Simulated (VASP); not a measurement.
Set up this calculation in VASP 6.6.1, as the native input.

* Task: single point
* Functional: PBEsol
* Dispersion: D3(BJ)
* Potentials or basis: VASP PAW PBE potentials, release 64 (Al)
* Cutoff: 520 eV
* k mesh: 13 × 13 × 13
* Occupations: fermi-dirac, width 0.15 eV
* Spin: no spin polarisation
* Dipole correction: no
* Further INCAR settings: ALGO = Normal; EDIFF = 1e-06; NBANDS = 8

The structure of Al lies in POSCAR:

```
Al
1.0
   -1.5831807504      1.5831807504      1.5831807504
    1.5831807504     -1.5831807504      1.5831807504
    1.5831807504      1.5831807504     -1.5831807504
Al
1
Direct
    0.0000000000      0.0000000000      0.0000000000
```

The input as run:

INCAR

```
PREC     = Accurate       # precision mode
ENCUT    = 520            # plane-wave cutoff, eV
EDIFF    = 1E-6           # SCF threshold, eV
ISMEAR   = -1             # smearing method
SIGMA    = 0.15           # smearing width, eV
LREAL    = False          # projectors in reciprocal space
LASPH    = True           # aspherical terms in the spheres
NELM     = 80             # most SCF steps
ALGO     = Normal         # electronic algorithm
ISIF     = 2              # what is computed and relaxed
LWAVE    = False          # write WAVECAR
LCHARG   = True           # write CHGCAR
GGA      = PS             # functional
IVDW     = 12             # dispersion correction
LELF     = True           # ELF
LVHAR    = True         
NBANDS   = 8              # bands
```

KPOINTS

```
regular mesh
0
Gamma
  13 13 13
```

Potentials or basis: VASP PAW PBE potentials, release 64 (Al).

Run with:

```sh
$ cat potpaw_PBE.64/Al/POTCAR > POTCAR
$ mpirun -np 1 vasp_std > vasp.out
```

Results of the run:

```
Pressure                   : 0.1 GPa
Dispersion energy per atom : -0.330 eV
```

Caveat: the PAW data sets were made with another functional, which shifts forces and pressure a little; pairwise dispersion overbinds metals, which lowers pressure and volume.

It took 8.6 s on 1 thread of AMD EPYC 7R13, on a shared host, peak memory 0.13 GiB.
